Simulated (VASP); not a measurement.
# TaN (NiAs type) (P6_3/mmc) in VASP: further runs

The runs below take TaN (NiAs type) through single point, relaxation of cell and atoms, with PBE.

Everything below comes from runs of VASP 6.6.1. Logs are shortened: lines on timing, memory, paths and dates and some standing lists are left out, and cuts for length are marked.

## Step 1: The cell of the first run

Symmetry: P6_3/mmc, No. 194, hexagonal system. The conventional cell has a = 2.662 Å, b = 2.662 Å, c = 5.526 Å, α = 90.00°, β = 90.00°, γ = 120.00°. Ta (site symmetry -3m) has 6 N at 2.07 Å and 6 Ta at 2.66 Å within 2.7 Å. Within 2.7 Å of N (site symmetry -6m2) lie 6 Ta at 2.07 Å and 6 N at 2.66 Å.

## Step 2: Single point, PBE

Contents of INCAR:

```
ALGO = Normal
EDIFF = 1E-6
ENCUT = 520
GGA = PE
ISIF = 2
ISMEAR = -1
LASPH = T
LCHARG = F
LREAL = F
LWAVE = F
NBANDS = 24
NELM = 100
PREC = Accurate
SIGMA = 0.05
```

Contents of KPOINTS:

```
k-points
0
Gamma
  11 11 6
```

Contents of POSCAR:

```
TaN
1.0
    2.6615874336      0.0000000000      0.0000000000
   -1.3307937168      2.3050023319      0.0000000000
    0.0000000000      0.0000000000      5.5262005957
Ta N
2 2
Direct
    0.0000000000      0.0000000000      0.0000000000
    0.0000000000      0.0000000000      0.5000000000
    0.3333333333      0.6666666667      0.2500000000
    0.6666666667      0.3333333333      0.7500000000
```

Potentials or basis: VASP PAW PBE potentials, release 64 (Ta_pv, N).

Launch:

```bash
cat potpaw_PBE.64/Ta_pv/POTCAR potpaw_PBE.64/N/POTCAR > POTCAR
mpirun -np 1 vasp_std > vasp.out
```

OUTCAR:

```text
EDIFF = 1E-6
   ENCUT = 520
   GGA = PE
   ISIF = 2
   ISMEAR = -1
   LASPH = T
   LREAL = F
   NELM = 100
   PREC = Accurate

 ion  position               nearest neighbor table
   1  0.000  0.000  0.000-   3 2.07   4 2.07   4 2.07   3 2.07   4 2.07   3 2.07   2 2.76   2 2.76

   2  0.000  0.000  0.500-   3 2.07   4 2.07   4 2.07   3 2.07   4 2.07   3 2.07   1 2.76   1 2.76

   3  0.333  0.667  0.250-   1 2.07   2 2.07   1 2.07   2 2.07   1 2.07   2 2.07
   4  0.667  0.333  0.750-   1 2.07   2 2.07   1 2.07   2 2.07   1 2.07   2 2.07

  LATTYP: Found a hexagonal cell.
 ALAT       =     2.6615874336
 C/A-ratio  =     2.0762799395

  Lattice vectors:

 A1 = (   2.6615874336,   0.0000000000,   0.0000000000)
 A2 = (  -1.3307937168,   2.3050023319,   0.0000000000)
 A3 = (   0.0000000000,   0.0000000000,   5.5262005957)

Analysis of symmetry for initial positions (statically):
=====================================================================
 Subroutine PRICEL returns:
 Original cell was already a primitive cell.

 Routine SETGRP: Setting up the symmetry group for a
 hexagonal supercell.

 Subroutine GETGRP returns: Found 24 space group operations
 (whereof 12 operations were pure point group operations)
 out of a pool of 24 trial point group operations.

The static configuration has the point symmetry D_3d.
 The point group associated with its full space group is D_6h.

Analysis of symmetry for dynamics (positions and initial velocities):
=====================================================================
 Subroutine PRICEL returns:
 Original cell was already a primitive cell.

 Routine SETGRP: Setting up the symmetry group for a
 hexagonal supercell.

 Subroutine GETGRP returns: Found 24 space group operations
 (whereof 12 operations were pure point group operations)
 out of a pool of 24 trial point group operations.

The dynamic configuration has the point symmetry D_3d.
 The point group associated with its full space group is D_6h.

 Subroutine INISYM returns: Found 24 space group operations
 (whereof 12 operations are pure point group operations),
 and found     1 'primitive' translations

----------------------------------------------------------------------------------------

                                     Primitive cell

  volume of cell :      33.9030

  direct lattice vectors                    reciprocal lattice vectors
     2.661587434  0.000000000  0.000000000     0.375715630  0.216919520  0.000000000
    -1.330793717  2.305002332  0.000000000     0.000000000  0.433839040  0.000000000
     0.000000000  0.000000000  5.526200596     0.000000000  0.000000000  0.180956153

  length of vectors
     2.661587434  2.661587434  5.526200596     0.433839040  0.433839040  0.180956153

  position of ions in fractional coordinates (direct lattice)
     0.000000000  0.000000000  0.000000000
     0.000000000  0.000000000  0.500000000
     0.333333333  0.666666667  0.250000000
     0.666666667  0.333333333  0.750000000

  ion indices of the primitive-cell ions
   primitive index   ion index
                 1           1
                 2           2
                 3           3
                 4           4

----------------------------------------------------------------------------------------

 KPOINTS: k-points

Automatic generation of k-mesh.
 Grid dimensions read from file:
 generate k-points for:   11   11    6

 Generating k-lattice:

  Cartesian coordinates                     Fractional coordinates (reciprocal lattice)
     0.034155966  0.019719956  0.000000000     0.090909091  0.000000000  0.000000000
     0.000000000  0.039439913  0.000000000     0.000000000  0.090909091  0.000000000
     0.000000000  0.000000000  0.030159359     0.000000000  0.000000000  0.166666667

  Length of vectors
     0.039439913  0.039439913  0.030159359

  Shift w.r.t. Gamma in fractional coordinates (k-lattice)
     0.000000000  0.000000000  0.000000000

 Subroutine IBZKPT returns following result:
 ===========================================

 Found     64 irreducible k-points:

 Following reciprocal coordinates:
            Coordinates               Weight
  0.000000  0.000000  0.000000      1.000000
  0.090909  0.000000  0.000000      6.000000
  0.181818  0.000000  0.000000      6.000000
  0.272727  0.000000  0.000000      6.000000
  0.363636  0.000000  0.000000      6.000000
  0.454545  0.000000  0.000000      6.000000
[... 16 lines left out ...]
  0.090909  0.090909  0.166667     12.000000
  0.181818  0.090909  0.166667     24.000000
 [... further k-points ...]
   k-points           NKPTS =     64   k-points in BZ     NKDIM =     64   number of bands    NBANDS=     24
   number of dos      NEDOS =    301   number of ions     NIONS =      4
   total plane-waves  NPLWV =  16800
   dimension x,y,z NGX =    20 NGY =   20 NGZ =   42
   dimension x,y,z NGXF=    40 NGYF=   40 NGZF=   84
   ions per type =               2   2
   NGX,Y,Z   is equivalent  to a cutoff of  12.49, 12.49, 12.63 a.u.
   NGXF,Y,Z  is equivalent  to a cutoff of  24.98, 24.98, 25.27 a.u.
 SYSTEM =  unknown system
   PREC   = accura    normal or accurate (medium, high low for compatibility)
   ISTART =      0    job   : 0-new  1-cont  2-samecut
   ICHARG =      2    charge: 1-file 2-atom 10-const
   ISPIN  =      1    spin polarized calculation?
   LNONCOLLINEAR =      F non collinear calculations
   LSORBIT =      F    spin-orbit coupling
   LASPH  =      T    aspherical Exc in radial PAW
   ENCUT  =  520.0 eV  38.22 Ry    6.18 a.u.   4.95  4.95 10.28*2*pi/ulx,y,z
   NELM   =    100;   NELMIN=  2; NELMDL= -5     # of ELM steps
   EDIFF  = 0.1E-05   stopping-criterion for ELM
   LREAL  =      F    real-space projection
   EDIFFG = 0.1E-04   stopping-criterion for IOM
   NSW    =      0    number of steps for IOM
   IBRION =     -1    ionic relax: 0-MD 1-quasi-New 2-CG
   NFREE  =      0    steps in history (QN), initial steepest desc. (CG)
   ISIF   =      2    stress and relaxation
   ISYM   =      2    0-nonsym 1-usesym 2-fastsym
   POTIM  = 0.5000    time-step for ionic-motion
   TEBEG  =    0.0;   TEEND  =   0.0 temperature during run
   PSTRESS=    0.0 pullay stress
   NELECT =      32.0000    total number of electrons
   NUPDOWN=      -1.0000    fix difference up-down
   EMIN   =  10.00;   EMAX   =-10.00  energy-range for DOS
   EFERMI =   0.00;   METHOD = LEGACY
   ISMEAR =    -1;   SIGMA  =   0.05  broadening in eV -4-tet -1-fermi 0-gaus
   EFERMI_NEDOS =   21; number of points for ismear=-14 and -15
   IALGO  =     38    algorithm
   IMIX   =      4    mixing-type and parameters
     AMIX     =   0.40;   BMIX     =  1.00
     AMIX_MAG =   1.60;   BMIX_MAG =  1.00
  volume/ion in A,a.u.               =       8.48        57.20
  Fermi-wavevector in a.u.,A,eV,Ry     =   1.605876  3.034665 35.087201  2.578837
  Thomas-Fermi vector in A             =   2.702152
   LORBIT       =      0    0 simple, 1 ext, 2 COOP (PROOUT), +10 PAW based schemes
   GGA     = PE    functional components
   LHFCALC =     F    Hartree Fock is set to
   AEXX    =    0.0000 exact exchange contribution
   IVDW    =     0    specifies the selected vdW correction
   LEPSILON=     F    determine dielectric tensor
   LRPA    =     F    only Hartree local field effects (RPA)
 non-spin polarized calculation
  energy-cutoff  :      520.00
  volume of cell :       33.90
 maximum number of plane-waves:       940
 NGX is ok and might be reduce to    20
   NGX =  9   NGY =  9   NGZ = 21

 number of electron      31.9999997 magnetization

 Free energy of the ion-electron system (eV)
  ---------------------------------------------------
  ext. energy  EPLUGINS =         0.00000000
  ---------------------------------------------------
  free energy    TOTEN  =       -40.52411736 eV

  energy without entropy =      -40.51670320  energy(sigma->0) =      -40.52041028

 E-fermi :  10.9229     XC(G=0): -14.7239

 val. band max:       10.8821194657   @ k =   0.0909   0.0000   0.1667
 cond. band min:      10.9500719236   @ k =   0.0909   0.0000   0.0000
 fundamental gap:      0.0679524579
 Fermi energy:        10.9228768955

 k-point     1 :       0.0000    0.0000    0.0000
  band No.  band energies     occupation
      1     -25.0749      2.00000
      2     -23.4407      2.00000
      3     -22.7446      2.00000
      4     -22.7446      2.00000
      5     -22.6144      2.00000
      6     -22.6144      2.00000
[... 16 lines left out ...]
     23      17.3026      0.00000
     24      18.4971      0.00000

 k-point     2 :       0.0909    0.0000    0.0000
  band No.  band energies     occupation
      1     -25.0190      2.00000
      2     -23.4076      2.00000
      3     -22.9883      2.00000
      4     -22.8316      2.00000
      5     -22.7928      2.00000
      6     -22.6588      2.00000
[... 16 lines left out ...]
     23      17.8218      0.00000
     24      18.6223      0.00000

 k-point     3 :       0.1818    0.0000    0.0000
  band No.  band energies     occupation
      1     -24.8662      2.00000
      2     -23.6004      2.00000
      3     -23.3881      2.00000
      4     -23.3153      2.00000
      5     -22.9199      2.00000
      6     -22.7760      2.00000
[... 16 lines left out ...]
     23      17.7437      0.00000
     24      19.5236      0.00000

 k-point     4 :       0.2727    0.0000    0.0000
  band No.  band energies     occupation
      1     -24.6618      2.00000
      2     -24.3249      2.00000
      3     -24.0587      2.00000
      4     -23.1969      2.00000
      5     -23.0819      2.00000
      6     -22.9258      2.00000
[... 16 lines left out ...]
     23      18.5581      0.00000
     24      20.1640      0.00000

 k-point     5 :       0.3636    0.0000    0.0000
  band No.  band energies     occupation
      1     -24.9477      2.00000
      2     -24.6327      2.00000
      3     -24.4511      2.00000
      4     -23.2265      2.00000
      5     -23.0839      2.00000
      6     -23.0600      2.00000
[... 451 lines left out ...]
 k-point    22 :       0.4545    0.0000    0.1667
  band No.  band energies     occupation
      1     -25.2674      2.00000
      2     -24.9802      2.00000
      3     -24.2489      2.00000
      4     -23.2994      2.00000
      5     -23.1500      2.00000
      6     -23.1124      2.00000
[... 16 lines left out ...]
     23      20.1313      0.00000
     24      20.4354      0.00000

 k-point    23 :       0.0909    0.0909    0.1667
  band No.  band energies     occupation
      1     -24.8223      2.00000
      2     -23.4872      2.00000
      3     -23.3650      2.00000
      4     -23.2150      2.00000
      5     -22.8868      2.00000
      6     -22.7635      2.00000
[... 16 lines left out ...]
     23      18.1844      0.00000
     24      18.8046      0.00000

 k-point    24 :       0.1818    0.0909    0.1667
  band No.  band energies     occupation
      1     -24.6469      2.00000
      2     -24.0176      2.00000
      3     -23.7954      2.00000
      4     -23.3492      2.00000
      5     -23.0686      2.00000
      6     -22.9323      2.00000
[... 16 lines left out ...]
     23      18.4450      0.00000
     24      19.4668      0.00000

 [... further k-points ...]
[... 5 lines left out ...]
  --------------------------------------------------------------------------------------
  -------------------------------------------------------------------------------------
  Total       30.2085618     30.2085618     30.2775434     -0.0000000      0.0000000      0.0000000
  in kB     1427.5846832   1427.5846832   1430.8445910     -0.0000000      0.0000000      0.0000000
  external PRESSURE =    1428.6713192 kB  Pullay stress =       0.0000000 kB

 VOLUME and BASIS-vectors are now :
 -----------------------------------------------------------------------------
  energy-cutoff  :      520.00
  volume of cell :       33.90
      direct lattice vectors                 reciprocal lattice vectors
     2.661587434  0.000000000  0.000000000     0.375715630  0.216919520  0.000000000
    -1.330793717  2.305002332  0.000000000     0.000000000  0.433839040  0.000000000
     0.000000000  0.000000000  5.526200596     0.000000000  0.000000000  0.180956153

 POSITION                                       TOTAL-FORCE (eV/Angst)
 -----------------------------------------------------------------------------------
      0.00000      0.00000      0.00000         0.000000      0.000000     -0.000000
      0.00000      0.00000      2.76310        -0.000000      0.000000     -0.000000
     -0.00000      1.53667      1.38155        -0.000000      0.000000     -0.000000
      1.33079      0.76833      4.14465         0.000000     -0.000000      0.000000
 -----------------------------------------------------------------------------------
    total drift:                                0.000000     -0.000000      0.000000

  FREE ENERGIE OF THE ION-ELECTRON SYSTEM (eV)
  ---------------------------------------------------
  free  energy   TOTEN  =       -40.5241173641 eV

  energy  without entropy=      -40.5167032042  energy(sigma->0) =      -40.52041028
```

Run time: 17 s. Hardware: 1 thread of Intel Xeon 6975P-C (Granite Rapids), shared host; peak memory 0.17 GiB.

Results:

```
Free energy            : -40.5241 eV
Pressure               : 142.9 GPa
Band gap on the k mesh : zero (band 16 reaches 11.45 eV, above the bottom of band 17 at 10.17 eV)
```

Caveat: spin-orbit coupling is left out, which moves the levels of the heavy elements.

## Step 3: Single point, PBE

Contents of INCAR:

```
SYSTEM = TaN
PREC = Accurate
ENCUT = 520
EDIFF = 1E-6
ISMEAR = -1
SIGMA = 0.05
LREAL = .False.
LASPH = .True.
NELM = 80
ALGO = Normal
ISIF = 2
LWAVE = .False.
LCHARG = .False.
GGA = PE
NBANDS = 24
```

Contents of KPOINTS:

```
regular mesh
0
Gamma
  11 11 6
  0 0 0
```

POSCAR is that of step 2.

Potentials or basis: VASP PAW PBE potentials, release 64 (Ta_pv, N).

Launch:

```bash
cat potpaw_PBE.64/Ta_pv/POTCAR potpaw_PBE.64/N/POTCAR > POTCAR
mpirun -np 1 vasp_std > vasp.out
```

Wall time 17 s (1 thread of Intel Xeon 6975P-C (Granite Rapids), shared host); peak memory 0.17 GiB.

It converged, with:

| Item | Value |
| --- | --- |
| Free energy | -40.5241 eV |
| Pressure | 142.9 GPa |
| Band gap on the k mesh | zero (band 16 reaches 11.45 eV, above the bottom of band 17 at 10.17 eV) |

Stress tensor (GPa, compression positive):
```
142.76   0.00   0.00
  0.00 142.76   0.00
  0.00   0.00 143.08
```

Levels at points of the mesh, in eV from the Fermi level:
```csv
k point,band 13,band 14,band 15,band 16,band 17,band 18,band 19,band 20
"(0.00, 0.00, 0.00)",-3.84,-2.13,-2.13,-0.40,-0.40,0.83,0.83,2.70
"(0.00, 0.00, 0.50)",-4.60,-4.60,-1.09,-1.09,1.36,1.36,1.36,1.36
```

Caveat: spin-orbit coupling is left out, which moves the levels of the heavy elements.

(Part 1 of 2 ends here.)
